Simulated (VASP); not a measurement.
# Pb (Fd-3m) in VASP: settings compared, part 2 of 2

VASP 6.6.1.

## (3) Single point, HSE06

The input, POSCAR:

```
Pb
1.0
    0.0000000000      3.4390000555      3.4390000555
    3.4390000555      0.0000000000      3.4390000555
    3.4390000555      3.4390000555      0.0000000000
Pb
2
Direct
    0.2500000000      0.2500000000      0.2500000000
    0.0000000000      0.0000000000      0.0000000000
```

The input, INCAR.step1:

```
SYSTEM = Pb
ALGO     = Normal         ! electronic algorithm
EDIFF    = 1E-5           ! SCF threshold, eV
ENCUT    = 520            ! plane-wave cutoff, eV
GGA      = PE             ! functional
ISIF     = 2              ! what is computed and relaxed
ISMEAR   = -1             ! smearing method
LASPH    = .TRUE.         ! aspherical terms in the spheres
LCHARG   = .FALSE.        ! write CHGCAR
LREAL    = .FALSE.        ! projectors in reciprocal space
LWAVE    = .TRUE.         ! write WAVECAR
NBANDS   = 21             ! bands
NELM     = 100            ! most SCF steps
PREC     = Accurate       ! precision mode
SIGMA    = 0.05           ! smearing width, eV
```

The input, INCAR.step2:

```
SYSTEM = Pb
ALGO     = Normal         ! electronic algorithm
EDIFF    = 1E-6           ! SCF threshold, eV
ENCUT    = 520            ! plane-wave cutoff, eV
GGA      = PE             ! functional
HFSCREEN = 0.2079         ! screening, 1/A
ISIF     = 2              ! what is computed and relaxed
ISMEAR   = -1             ! smearing method
ISTART   = 1            
LASPH    = .TRUE.         ! aspherical terms in the spheres
LCHARG   = .FALSE.        ! write CHGCAR
LHFCALC  = .TRUE.         ! exact exchange
LREAL    = .FALSE.        ! projectors in reciprocal space
LWAVE    = .FALSE.        ! write WAVECAR
NBANDS   = 21             ! bands
NELM     = 100            ! most SCF steps
PREC     = Accurate       ! precision mode
PRECFOCK = Normal       
SIGMA    = 0.05           ! smearing width, eV
```

The input, KPOINTS:

```
k-points
0
G
  4 4 4
  0 0 0
```

Potentials or basis: VASP PAW PBE potentials, release 64 (Pb_d).

Started as:

```console
cat potpaw_PBE.64/Pb_d/POTCAR > POTCAR
cp INCAR.step1 INCAR
mpirun -np 1 vasp_std > vasp.out
cp INCAR.step2 INCAR
mpirun -np 1 vasp_std > vasp.out
```

OUTCAR:

```text
SYSTEM = Pb
   EDIFF = 1E-6
   ENCUT = 520
   GGA = PE
   HFSCREEN = 0.2079
   ISIF = 2
   ISMEAR = -1
   ISTART = 1
   LASPH = .TRUE.
   LHFCALC = .TRUE.
   LREAL = .FALSE.
   NELM = 100
   PREC = Accurate
   PRECFOCK = Normal

 ion  position               nearest neighbor table
   1  0.250  0.250  0.250-   2 2.98   2 2.98   2 2.98   2 2.98
   2  0.000  0.000  0.000-   1 2.98   1 2.98   1 2.98   1 2.98

  LATTYP: Found a face centered cubic cell.
 ALAT       =     6.8780001110

  Lattice vectors:

 A1 = (   0.0000000000,   3.4390000555,   3.4390000555)
 A2 = (   3.4390000555,   0.0000000000,   3.4390000555)
 A3 = (   3.4390000555,   3.4390000555,   0.0000000000)

Analysis of symmetry for initial positions (statically):
=====================================================================
 Subroutine PRICEL returns:
 Original cell was already a primitive cell.

 Routine SETGRP: Setting up the symmetry group for a
 face centered cubic supercell.

 Subroutine GETGRP returns: Found 48 space group operations
 (whereof 24 operations were pure point group operations)
 out of a pool of 48 trial point group operations.

The static configuration has the point symmetry T_d .
 The point group associated with its full space group is O_h .

Analysis of symmetry for dynamics (positions and initial velocities):
=====================================================================
 Subroutine PRICEL returns:
 Original cell was already a primitive cell.

 Routine SETGRP: Setting up the symmetry group for a
 face centered cubic supercell.

 Subroutine GETGRP returns: Found 48 space group operations
 (whereof 24 operations were pure point group operations)
 out of a pool of 48 trial point group operations.

[... 103 lines left out ...]
     AMIX     =   0.40;   BMIX     =  1.00
     AMIX_MAG =   1.60;   BMIX_MAG =  1.00
  volume/ion in A,a.u.               =      40.67       274.47
  Fermi-wavevector in a.u.,A,eV,Ry     =   1.147322  2.168124 17.909999  1.316348
  Thomas-Fermi vector in A             =   2.284002
   LORBIT       =      0    0 simple, 1 ext, 2 COOP (PROOUT), +10 PAW based schemes
   GGA     = PE    functional components
   LHFCALC =     T    Hartree Fock is set to
   PRECFOCK=normal    Normal, Fast or Accurate (Low or Medium for compatibility)
   ENCUT4O =  -1.0   cutoff for four orbital integrals eV
   NKREDX  =     1    reduce k-point grid by
   NKREDY  =     1    reduce k-point grid by
   NKREDZ  =     1    reduce k-point grid by
   AEXX    =    0.2500 exact exchange contribution
   HFSCREEN=    0.2079 screening length (either q_TF or 0.3 A-1)
   HFSCREENC=   0.2079 screening length for correlation (either q_TF or 0.3 A-1)
   ENCUTFOCK=  -1.0 apply spherical cutoff to Coloumb kernel
   IVDW    =     0    specifies the selected vdW correction
   LEPSILON=     F    determine dielectric tensor
   LRPA    =     F    only Hartree local field effects (RPA)
 non-spin polarized calculation
  energy-cutoff  :      520.00
  volume of cell :       81.34
 maximum number of plane-waves:      2209
  NGX = 28; NGY = 28; NGZ = 28

 number of electron      28.0000001 magnetization

 Free energy of the ion-electron system (eV)
  ---------------------------------------------------
  ext. energy  EPLUGINS =         0.00000000
  ---------------------------------------------------
  free energy    TOTEN  =        -7.51321541 eV

  energy without entropy =       -7.48866786  energy(sigma->0) =       -7.50094163

 E-fermi :   3.8465     XC(G=0):  -7.0541

 val. band max:        3.8130264883   @ k =   0.2500   0.0000   0.0000
 cond. band min:       3.8610147883   @ k =   0.2500   0.0000   0.0000
 fundamental gap:      0.0479883000
 Fermi energy:         3.8464530073

 k-point     1 :       0.0000    0.0000    0.0000
  band No.  band energies     occupation
      1     -14.8456      2.00000
      2     -14.8456      2.00000
      3     -14.8456      2.00000
      4     -14.7668      2.00000
      5     -14.7668      2.00000
      6     -14.3177      2.00000
[... 181 lines left out ...]
     20      13.5838      0.00000
     21      14.6315      0.00000

------------------------ aborting loop because EDIFF is reached ----------------------------------------

  FORCE on cell =-STRESS in cart. coord.  units (eV):
  Direction    XX          YY          ZZ          XY          YZ          ZX
  --------------------------------------------------------------------------------------
  -------------------------------------------------------------------------------------
  Total        0.8021997      0.8021997      0.8021997      0.0000000      0.0000000     -0.0000000
  in kB       15.8003445     15.8003445     15.8003445      0.0000000      0.0000000     -0.0000000
  external PRESSURE =      15.8003445 kB  Pullay stress =       0.0000000 kB

 VOLUME and BASIS-vectors are now :
 -----------------------------------------------------------------------------
  energy-cutoff  :      520.00
  volume of cell :       81.34
      direct lattice vectors                 reciprocal lattice vectors
     0.000000000  3.439000056  3.439000056    -0.145391100  0.145391100  0.145391100
     3.439000056  0.000000000  3.439000056     0.145391100 -0.145391100  0.145391100
     3.439000056  3.439000056  0.000000000     0.145391100  0.145391100 -0.145391100

 POSITION                                       TOTAL-FORCE (eV/Angst)
 -----------------------------------------------------------------------------------
      1.71950      1.71950      1.71950         0.000000      0.000000      0.000000
      0.00000      0.00000      0.00000        -0.000000     -0.000000     -0.000000
 -----------------------------------------------------------------------------------
    total drift:                               -0.000000     -0.000000     -0.000000

  FREE ENERGIE OF THE ION-ELECTRON SYSTEM (eV)
  ---------------------------------------------------
  free  energy   TOTEN  =        -7.5132154104 eV

  energy  without entropy=       -7.4886678572  energy(sigma->0) =       -7.50094163
```

Wall time 14 min (1 thread of Intel Xeon 6975P-C (Granite Rapids), shared host); peak memory 0.32 GiB.

What came out:

| Quantity | Value |
| --- | --- |
| Free energy | -7.5132 eV |
| Pressure | 1.6 GPa |
| Band gap on the k mesh | zero (bands 14 and 15 overlap by 1.26 eV) |

Caveat: the k points lie up to 0.40 Å⁻¹ apart, too coarse for converged energies and pressures of a metal; the PAW data sets were made with another functional, which shifts forces and pressure a little; spin-orbit coupling is left out, which moves the levels of the heavy elements.

## (4) Single point, PBE

The input, INCAR:

```
SYSTEM = Pb
  ALGO = Normal
  EDIFF = 1E-6
  ENCUT = 500
  GGA = PE
  GGA_COMPAT = .False.
  ISIF = 2
  ISMEAR = 0
  LASPH = .True.
  LCHARG = .False.
  LREAL = .False.
  LWAVE = .False.
  NBANDS = 21
  NELM = 120
  PREC = Accurate
  SIGMA = 0.05
```

The input, KPOINTS:

```
k-points
0
Gamma
  7 7 7
  0 0 0
```

POSCAR is that of step 3.

Started as:

```console
cat potpaw_PBE.64/Pb_d/POTCAR > POTCAR
mpirun -np 1 vasp_std > vasp.out
```

Wall time 32 s (1 thread of AMD EPYC 7R13 (Zen 3), shared host); peak memory 0.17 GiB.

Results (log left out):

| Property | Result |
| --- | --- |
| Free energy | -6.5601 eV |
| Pressure | 2.4 GPa |
| Band gap on the k mesh | zero (bands 14 and 15 overlap by 1.11 eV) |

Levels at points of the mesh, in eV from the Fermi level:
| k point | band 11 | band 12 | band 13 | band 14 | band 15 | band 16 | band 17 | band 18 |
| --- | --- | --- | --- | --- | --- | --- | --- | --- |
| (0.00, 0.00, 0.00) | -11.15 | -3.94 | 0.39 | 0.39 | 0.39 | 2.40 | 2.40 | 2.40 |

Caveat: spin-orbit coupling is left out, which moves the levels of the heavy elements.

## (5) Summary

| task | level | potentials or basis | cell | k mesh | cutoff (eV) | smearing | grid for exact exchange (PRECFOCK) | share of exact exchange | screening parameter | gap on the mesh (eV) | pressure (GPa) |
| --- | --- | --- | --- | --- | --- | --- | --- | --- | --- | --- | --- |
| relaxation of cell and atoms | LDA | VASP PAW LDA potentials, release 64 (Pb_d) | relaxed to 30 GPa | 7 × 7 × 7 | 600 | fermi-dirac 0.05 eV | - | - | - | none | 30.0 |
| single point | HSE06 | VASP PAW PBE potentials, release 64 (Pb_d) | as given | 4 × 4 × 4 | 520 | fermi-dirac 0.05 eV | Normal | 0.25 | 0.2079 1/Å | none | 1.6 |
| single point | PBE | VASP PAW PBE potentials, release 64 (Pb_d) | as given | 7 × 7 × 7 | 500 | gaussian 0.05 eV | - | - | - | none | 2.4 |

Alike in all rows: no spin polarisation.

Caveats: some runs use coarse meshes; spin-orbit coupling is left out, which moves the levels of the heavy elements; the cell is relaxed towards a set pressure, so the run minimises the enthalpy, not the energy (at least some runs); the PAW data sets were made with another functional, which shifts forces and pressure a little (at least some runs).

Absolute energies hang on the potentials; compare differences alone.

The gap in the log of VASP goes by the Fermi energy; the results here count the filled bands.